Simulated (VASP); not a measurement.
# TiSi (Cmmm) in VASP: further runs

Runs on TiSi. Level: r2SCAN. Tasks: single point.

All numbers are computed with VASP 6.6.1; they aren't measurements. Logs are shortened: lines on timing, memory, paths and dates and some standing lists are left out, and cuts for length are marked.

## Step 1: The cell of the first run

Symmetry: Cmmm, No. 65, orthorhombic system. The conventional cell has a = 3.632 Å, b = 4.235 Å, c = 3.804 Å, α = 90.00°, β = 90.00°, γ = 90.00°. Ti (site symmetry mmm) has 8 Si at 2.63 to 2.85 Å and 8 Ti at 2.79 to 3.80 Å within 3.9 Å. Within 3.9 Å of Si (site symmetry mmm) lie 8 Ti at 2.63 to 2.85 Å and 8 Si at 2.79 to 3.80 Å.

## Step 2: Single point, r2SCAN

File POSCAR:

```
TiSi
1.0
    1.8161780000     -2.1176240000      0.0000000000
    1.8161780000      2.1176240000      0.0000000000
    0.0000000000      0.0000000000      3.8039340000
Ti Si
1 1
Direct
    0.5000000000      0.5000000000      0.0000000000
    0.0000000000      0.0000000000      0.5000000000
```

File INCAR.step1:

```
PREC = Accurate
ENCUT = 520
ISMEAR = 0
SIGMA = 0.1
LREAL = False
LASPH = True
NELM = 60
NBANDS = 15
GGA = PE
ALGO = Normal
EDIFF = 1E-4
LWAVE = True
LCHARG = False
```

File INCAR.step2:

```
PREC = Accurate
ENCUT = 520
EDIFF = 1E-6
ISMEAR = 0
SIGMA = 0.1
LREAL = False
LASPH = True
NELM = 60
ALGO = Normal
ISIF = 2
LWAVE = False
LCHARG = False
METAGGA = R2SCAN
LMIXTAU = True
NBANDS = 15
ISTART = 1
```

File KPOINTS:

```
Automatic mesh
0
Gamma
  1 1 1
```

Potentials or basis: VASP PAW PBE potentials, release 64 (Ti_sv, Si).

Started as:

```console
cat potpaw_PBE.64/Ti_sv/POTCAR potpaw_PBE.64/Si/POTCAR > POTCAR
cp INCAR.step1 INCAR
mpirun -np 1 vasp_gam > vasp.out
cp INCAR.step2 INCAR
mpirun -np 1 vasp_gam > vasp.out
```

OUTCAR:

```text
PREC = Accurate
   ENCUT = 520
   EDIFF = 1E-6
   ISMEAR = 0
   LREAL = False
   LASPH = True
   NELM = 60
   ISIF = 2
   METAGGA = R2SCAN
   ISTART = 1

 ion  position               nearest neighbor table
   1  0.500  0.500  0.000-   2 2.63   2 2.63   2 2.63   2 2.63   2 2.85   2 2.85   2 2.85   2 2.85

   2  0.000  0.000  0.500-   1 2.63   1 2.63   1 2.63   1 2.63   1 2.85   1 2.85   1 2.85   1 2.85

  LATTYP: Found a base centered orthorhombic cell.
 ALAT       =     3.6323560000
 B/A-ratio  =     1.1659782246
 C/A-ratio  =     1.0472360088

  Lattice vectors:

 A1 = (   1.8161780000,  -2.1176240000,   0.0000000000)
 A2 = (   1.8161780000,   2.1176240000,   0.0000000000)
 A3 = (   0.0000000000,   0.0000000000,   3.8039340000)

Analysis of symmetry for initial positions (statically):
=====================================================================
 Subroutine PRICEL returns:
 Original cell was already a primitive cell.

 Routine SETGRP: Setting up the symmetry group for a
 base centered orthorhombic supercell.

 Subroutine GETGRP returns: Found  8 space group operations
 (whereof  8 operations were pure point group operations)
 out of a pool of  8 trial point group operations.

The static configuration has the point symmetry D_2h.

Analysis of symmetry for dynamics (positions and initial velocities):
=====================================================================
 Subroutine PRICEL returns:
 Original cell was already a primitive cell.

 Routine SETGRP: Setting up the symmetry group for a
 base centered orthorhombic supercell.

 Subroutine GETGRP returns: Found  8 space group operations
 (whereof  8 operations were pure point group operations)
 out of a pool of  8 trial point group operations.

The dynamic configuration has the point symmetry D_2h.

 Subroutine INISYM returns: Found  8 space group operations
 (whereof  8 operations are pure point group operations),
 and found     1 'primitive' translations

----------------------------------------------------------------------------------------

                                     Primitive cell

  volume of cell :      29.2597

  direct lattice vectors                    reciprocal lattice vectors
     1.816178000 -2.117624000  0.000000000     0.275303412 -0.236113682  0.000000000
     1.816178000  2.117624000  0.000000000     0.275303412  0.236113682  0.000000000
     0.000000000  0.000000000  3.803934000     0.000000000  0.000000000  0.262885739

  length of vectors
     2.789773097  2.789773097  3.803934000     0.362686696  0.362686696  0.262885739

  position of ions in fractional coordinates (direct lattice)
     0.500000000  0.500000000  0.000000000
     0.000000000  0.000000000  0.500000000

  ion indices of the primitive-cell ions
   primitive index   ion index
                 1           1
                 2           2

----------------------------------------------------------------------------------------

 KPOINTS: Automatic mesh

Automatic generation of k-mesh.
 Grid dimensions read from file:
 generate k-points for:    1    1    1

 Generating k-lattice:

  Cartesian coordinates                     Fractional coordinates (reciprocal lattice)
     0.275303412 -0.236113682  0.000000000     1.000000000  0.000000000  0.000000000
     0.275303412  0.236113682  0.000000000     0.000000000  1.000000000  0.000000000
     0.000000000  0.000000000  0.262885739     0.000000000  0.000000000  1.000000000

  Length of vectors
     0.362686696  0.362686696  0.262885739

  Shift w.r.t. Gamma in fractional coordinates (k-lattice)
     0.000000000  0.000000000  0.000000000

 Subroutine IBZKPT returns following result:
 ===========================================

 Found      1 irreducible k-points:

 Following reciprocal coordinates:
            Coordinates               Weight
  0.000000  0.000000  0.000000      1.000000
   k-points           NKPTS =      1   k-points in BZ     NKDIM =      1   number of bands    NBANDS=     15
   number of dos      NEDOS =    301   number of ions     NIONS =      2
   total plane-waves  NPLWV =  16128
   dimension x,y,z NGX =    24 NGY =   24 NGZ =   28
   dimension x,y,z NGXF=    48 NGYF=   48 NGZF=   56
   ions per type =               1   1
   NGX,Y,Z   is equivalent  to a cutoff of  14.30, 14.30, 12.24 a.u.
   NGXF,Y,Z  is equivalent  to a cutoff of  28.60, 28.60, 24.47 a.u.
 SYSTEM =  unknown system
   PREC   = accura    normal or accurate (medium, high low for compatibility)
   ISTART =      1    job   : 0-new  1-cont  2-samecut
   ICHARG =      0    charge: 1-file 2-atom 10-const
   ISPIN  =      1    spin polarized calculation?
   LNONCOLLINEAR =      F non collinear calculations
   LSORBIT =      F    spin-orbit coupling
   LASPH  =      T    aspherical Exc in radial PAW
   ENCUT  =  520.0 eV  38.22 Ry    6.18 a.u.   5.19  5.19  7.07*2*pi/ulx,y,z
   NELM   =     60;   NELMIN=  2; NELMDL=  0     # of ELM steps
   EDIFF  = 0.1E-05   stopping-criterion for ELM
   LREAL  =      F    real-space projection
   EDIFFG = 0.1E-04   stopping-criterion for IOM
   NSW    =      0    number of steps for IOM
   IBRION =     -1    ionic relax: 0-MD 1-quasi-New 2-CG
   NFREE  =      0    steps in history (QN), initial steepest desc. (CG)
   ISIF   =      2    stress and relaxation
   ISYM   =      2    0-nonsym 1-usesym 2-fastsym
   POTIM  = 0.5000    time-step for ionic-motion
   TEBEG  =    0.0;   TEEND  =   0.0 temperature during run
   PSTRESS=    0.0 pullay stress
   NELECT =      16.0000    total number of electrons
   NUPDOWN=      -1.0000    fix difference up-down
   EMIN   =  10.00;   EMAX   =-10.00  energy-range for DOS
   EFERMI =   0.00;   METHOD = LEGACY
   ISMEAR =     0;   SIGMA  =   0.10  broadening in eV -4-tet -1-fermi 0-gaus
   EFERMI_NEDOS =   21; number of points for ismear=-14 and -15
   IALGO  =     38    algorithm
   IMIX   =      4    mixing-type and parameters
     AMIX     =   0.40;   BMIX     =  1.00
     AMIX_MAG =   1.60;   BMIX_MAG =  1.00
  volume/ion in A,a.u.               =      14.63        98.73
  Fermi-wavevector in a.u.,A,eV,Ry     =   1.338725  2.529824 24.384157  1.792185
  Thomas-Fermi vector in A             =   2.467173
   LORBIT       =      0    0 simple, 1 ext, 2 COOP (PROOUT), +10 PAW based schemes
   METAGGA = R2SCAN    functional components
   LHFCALC =     F    Hartree Fock is set to
   AEXX    =    0.0000 exact exchange contribution
   IVDW    =     0    specifies the selected vdW correction
   LEPSILON=     F    determine dielectric tensor
   LRPA    =     F    only Hartree local field effects (RPA)
 non-spin polarized calculation
 Gauss-broadening in eV      SIGMA  =   0.10
  energy-cutoff  :      520.00
  volume of cell :       29.26
 maximum number of plane-waves:       390
 NGX is ok and might be reduce to    24
   NGX = 11   NGY = 11   NGZ = 15

 number of electron      16.0000007 magnetization

 Free energy of the ion-electron system (eV)
  ---------------------------------------------------
  ext. energy  EPLUGINS =         0.00000000
  ---------------------------------------------------
  free energy    TOTEN  =       -23.19585815 eV

  energy without entropy =      -23.19585815  energy(sigma->0) =      -23.19585815

 E-fermi :  10.9941     XC(G=0): -12.4744

 val. band max:       10.4490970527   @ k =   0.0000   0.0000   0.0000
 cond. band min:      13.7659871936   @ k =   0.0000   0.0000   0.0000
 fundamental gap:      3.3168901409
 Fermi energy:        10.9940635769

 k-point     1 :       0.0000    0.0000    0.0000
  band No.  band energies     occupation
      1     -46.5937      2.00000
      2     -22.4492      2.00000
      3     -21.3560      2.00000
      4     -21.2562      2.00000
      5      -3.3524      2.00000
      6       7.8686      2.00000
      7       8.7777      2.00000
      8      10.4491      2.00000
      9      13.7660      0.00000
     10      14.2676      0.00000
     11      14.6117      0.00000
     12      15.3653      0.00000
     13      15.8824      0.00000
     14      17.6259      0.00000
     15      17.6455      0.00000

------------------------ aborting loop because EDIFF is reached ----------------------------------------

  FORCE on cell =-STRESS in cart. coord.  units (eV):
  Direction    XX          YY          ZZ          XY          YZ          ZX
  --------------------------------------------------------------------------------------
  -------------------------------------------------------------------------------------
  Total       -6.6143981    -20.9120407     20.2410242     -0.0000000      0.0000000      0.0000000
  in kB     -362.1851867  -1145.0824747   1108.3395633     -0.0000000      0.0000000      0.0000000
  external PRESSURE =    -132.9760327 kB  Pullay stress =       0.0000000 kB

 VOLUME and BASIS-vectors are now :
 -----------------------------------------------------------------------------
  energy-cutoff  :      520.00
  volume of cell :       29.26
      direct lattice vectors                 reciprocal lattice vectors
     1.816178000 -2.117624000  0.000000000     0.275303412 -0.236113682  0.000000000
     1.816178000  2.117624000  0.000000000     0.275303412  0.236113682  0.000000000
     0.000000000  0.000000000  3.803934000     0.000000000  0.000000000  0.262885739

 POSITION                                       TOTAL-FORCE (eV/Angst)
 -----------------------------------------------------------------------------------
      1.81618      0.00000      0.00000         0.000000      0.000000      0.000000
      0.00000      0.00000      1.90197        -0.000000      0.000000      0.000000
 -----------------------------------------------------------------------------------
    total drift:                               -0.000000     -0.000000     -0.000000

  FREE ENERGIE OF THE ION-ELECTRON SYSTEM (eV)
  ---------------------------------------------------
  free  energy   TOTEN  =       -23.1958581547 eV

  energy  without entropy=      -23.1958581547  energy(sigma->0) =      -23.19585815
```

It took 12 s on 1 thread of Intel Xeon 8259CL, shared host; peak memory 0.14 GiB.

What came out:

```
Free energy : -23.1959 eV
Pressure    : -13.3 GPa
```

Levels at points of the mesh, in eV from the Fermi level:
| k point | band 5 | band 6 | band 7 | band 8 | band 9 | band 10 | band 11 | band 12 |
| --- | --- | --- | --- | --- | --- | --- | --- | --- |
| (0.00, 0.00, 0.00) | -14.35 | -3.13 | -2.22 | -0.54 | 2.77 | 3.27 | 3.62 | 4.37 |

Caveat: the k points lie up to 2.28 Å⁻¹ apart, too coarse for converged energies, forces and pressures; the PAW data sets were made with another functional, which shifts forces and pressure a little.

## Step 3: Single point, r2SCAN

POSCAR is that of step 2.

File INCAR.step1:

```
  ALGO = Normal
  EDIFF = 1E-4
  ENCUT = 520
  GGA = PE
  ISMEAR = 0
  LASPH = T
  LCHARG = F
  LREAL = F
  LWAVE = T
  NBANDS = 15
  NELM = 100
  PREC = Accurate
  SIGMA = 0.1
```

File INCAR.step2:

```
  ALGO = Normal
  EDIFF = 1E-7
  ENCUT = 520
  ISIF = 2
  ISMEAR = 0
  ISTART = 1
  LASPH = T
  LCHARG = T
  LELF = T
  LMIXTAU = T
  LREAL = F
  LVHAR = T
  LWAVE = F
  METAGGA = R2SCAN
  NBANDS = 15
  NELM = 100
  PREC = Accurate
  SIGMA = 0.1
```

File KPOINTS:

```
k-points
0
Gamma
  4 4 2
```

Potentials or basis: VASP PAW PBE potentials, release 64 (Ti_sv, Si).

Started as:

```console
cat potpaw_PBE.64/Ti_sv/POTCAR potpaw_PBE.64/Si/POTCAR > POTCAR
cp INCAR.step1 INCAR
mpirun -np 1 vasp_std > vasp.out
cp INCAR.step2 INCAR
mpirun -np 1 vasp_std > vasp.out
```

It took 23 s on 1 thread of Intel Xeon 8259CL, shared host; peak memory 0.15 GiB.

Results (log left out):

```yaml
Free_energy: -22.8358 eV
Pressure: -2.5 GPa
Band_gap_on_the_k_mesh: zero (bands 8 and 9 overlap by 1.59 eV)
```

Stress tensor (GPa, compression positive):
```
 2.06  0.00  0.00
 0.00 -5.70  0.00
 0.00  0.00 -3.94
```

Levels at points of the mesh, in eV from the Fermi level:
```
           k point  band 4  band 5  band 6  band 7  band 8  band 9  band 10  band 11  band 12  band 13
(0.00, 0.00, 0.00)  -33.96  -12.37   -2.51   -1.85   -1.26    1.73     2.51     3.22     5.52     6.43
(0.50, 0.00, 0.00)  -33.96   -8.02   -6.71   -3.01   -0.90    1.95     2.47     4.35     5.04     5.49
(0.50, 0.50, 0.00)  -34.42   -5.99   -4.03   -1.67   -1.24   -0.84    -0.34     3.27     3.31     4.22
(0.00, 0.00, 0.50)  -33.96  -10.96   -6.87   -0.95    0.65    0.66     1.85     3.32     7.30     8.57
(0.50, 0.00, 0.50)  -33.95   -8.27   -5.17   -2.88   -1.83    1.53     1.97     2.13     3.51     6.02
(0.50, 0.50, 0.50)  -34.42   -5.11   -3.93   -3.59   -3.10    2.31     2.62     2.76     4.23     4.29
```

Caveat: the k points lie up to 0.83 Å⁻¹ apart, too coarse for converged energies and pressures of a metal; the PAW data sets were made with another functional, which shifts forces and pressure a little.

The gap in the log of VASP goes by the Fermi energy; the results here count the filled bands.